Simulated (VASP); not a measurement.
Here is a VASP 6.6.1 calculation.

File POSCAR:

```
NaI
1.0
    0.0000000000      3.1712626133      3.2297205553
    3.1712626133      0.0000000000      3.2297205553
    3.1712626133      3.1712626133      0.0000000000
Na I
1 1
Direct
    0.0000000000      0.0000000000      0.0000000000
    0.5000000000      0.5000000000      0.5000000000
```

The input INCAR.step1:

```
SYSTEM = NaI
PREC     = Accurate       ! precision mode
ENCUT    = 520            ! plane-wave cutoff, eV
ISMEAR   = 0              ! smearing method
SIGMA    = 0.01           ! smearing width, eV
LREAL    = .False.        ! projectors in reciprocal space
LASPH    = .True.         ! aspherical terms in the spheres
NELM     = 80             ! most SCF steps
NBANDS   = 14             ! bands
GGA      = PE             ! functional
ALGO     = Normal         ! electronic algorithm
EDIFF    = 1E-4           ! SCF threshold, eV
LWAVE    = .True.         ! write WAVECAR
LCHARG   = .False.        ! write CHGCAR
```

Contents of INCAR.step2:

```
SYSTEM = NaI
PREC     = Accurate       ! precision mode
ENCUT    = 520            ! plane-wave cutoff, eV
EDIFF    = 1E-7           ! SCF threshold, eV
ISMEAR   = 0              ! smearing method
SIGMA    = 0.01           ! smearing width, eV
LREAL    = .False.        ! projectors in reciprocal space
LASPH    = .True.         ! aspherical terms in the spheres
NELM     = 80             ! most SCF steps
ALGO     = Normal         ! electronic algorithm
ISIF     = 2              ! what is computed and relaxed
LWAVE    = .False.        ! write WAVECAR
LCHARG   = .False.        ! write CHGCAR
METAGGA  = R2SCAN         ! meta-GGA
LMIXTAU  = .True.       
NBANDS   = 14             ! bands
ISTART   = 1
```

KPOINTS

```
regular mesh
0
Gamma
  8 8 8
  0 0 0
```

Potentials or basis: VASP PAW PBE potentials, release 64 (Na_pv, I).

Command:

```bash
$ cat potpaw_PBE.64/Na_pv/POTCAR potpaw_PBE.64/I/POTCAR > POTCAR
$ cp INCAR.step1 INCAR
$ mpirun -np 1 vasp_std > vasp.out
$ cp INCAR.step2 INCAR
$ mpirun -np 1 vasp_std > vasp.out
```

(1) Predict the band gap on the k mesh.

(2) What does it give for the pressure?

Answers

(1) 4.56 eV.

(2) 0.6 GPa.

Caveat: the cell differs from its parent crystal (biaxial xy strain -1.8%); the PAW data sets were made with another functional, which shifts forces and pressure a little; spin-orbit coupling is left out, which moves the levels of the heavy elements.
